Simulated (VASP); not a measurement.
A run of VASP 6.6.1:

The input POSCAR:

```
Sb
1.0
   -1.8466258110      1.8466258110      1.8466258110
    1.8466258110     -1.8466258110      1.8466258110
    1.8466258110      1.8466258110     -1.8466258110
Sb
1
Direct
    0.0000000000      0.0000000000      0.0000000000
```

File INCAR.step1:

```
ALGO = Normal
EDIFF = 1E-4
ENCUT = 520
GGA = PE
ISMEAR = 0
LASPH = True
LCHARG = False
LREAL = False
LWAVE = True
NBANDS = 8
NELM = 80
PREC = Accurate
SIGMA = 0.1
```

INCAR.step2

```
ALGO = Normal
EDIFF = 1E-7
ENCUT = 520
ISIF = 2
ISMEAR = 0
ISTART = 1
LASPH = True
LCHARG = True
LELF = True
LMIXTAU = True
LREAL = False
LVHAR = True
LWAVE = False
METAGGA = R2SCAN
NBANDS = 8
NELM = 80
PREC = Accurate
SIGMA = 0.1
```

File KPOINTS:

```
k-points
0
Gamma
  18 18 18
```

Potentials or basis: VASP PAW PBE potentials, release 64 (Sb).

Command:

```bash
$ cat potpaw_PBE.64/Sb/POTCAR > POTCAR
$ cp INCAR.step1 INCAR
$ mpirun -np 1 vasp_std > vasp.out
$ cp INCAR.step2 INCAR
$ mpirun -np 1 vasp_std > vasp.out
```

Hardware: 1 thread of Intel(R) Xeon(R) Platinum 8559C (Emerald Rapids) (shared host).

Problem. Estimate the wall time of this run.

Solution. It took 50 s on 1 thread of Intel(R) Xeon(R) Platinum 8559C (Emerald Rapids), with other jobs on the host, peak memory 0.16 GiB. Counts: k points 195.
